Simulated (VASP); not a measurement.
Write the native input for VASP 6.6.1 that does the following.

```yaml
Task: single point
Functional: PBEsol
Potentials_or_basis: VASP PAW PBE potentials, release 64 (Ir)
Cutoff: 520 eV
k_mesh: 15 × 15 × 15
Occupations: fermi-dirac, width 0.05 eV
Spin: no spin polarisation
Dipole_correction: no
Further_INCAR_settings: ALGO = Normal; EDIFF = 1e-07; NBANDS = 10
```

The structure of Ir lies in POSCAR:

```
Ir
1.0
    0.0000000000      1.9197000000      1.9197000000
    1.9197000000      0.0000000000      1.9197000000
    1.9197000000      1.9197000000      0.0000000000
Ir
1
Direct
    0.0000000000      0.0000000000      0.0000000000
```

These files were run (other wordings do the same):

INCAR

```
ALGO = Normal ; EDIFF = 1E-7
ENCUT = 520 ; GGA = PS
ISIF = 2 ; ISMEAR = -1
LASPH = True ; LCHARG = False
LREAL = False ; LWAVE = False
NBANDS = 10 ; NELM = 80
PREC = Accurate ; SIGMA = 0.05
```

KPOINTS

```
k-points
0
Gamma
  15 15 15
```

Potentials or basis: VASP PAW PBE potentials, release 64 (Ir).

Launch:

```console
$ cat potpaw_PBE.64/Ir/POTCAR > POTCAR
$ mpirun -np 1 vasp_std > vasp.out
```

It gave:

```
Pressure               : -1.9 GPa
Band gap on the k mesh : zero (an odd number of electrons rules out a gap without spin polarisation)
```

Caveat: the PAW data sets were made with another functional, which shifts forces and pressure a little; spin-orbit coupling is left out, which moves the levels of the heavy elements.

Wall time 21 s on 1 thread of Intel Xeon 8259CL, with other jobs on the host, peak memory 0.14 GiB.
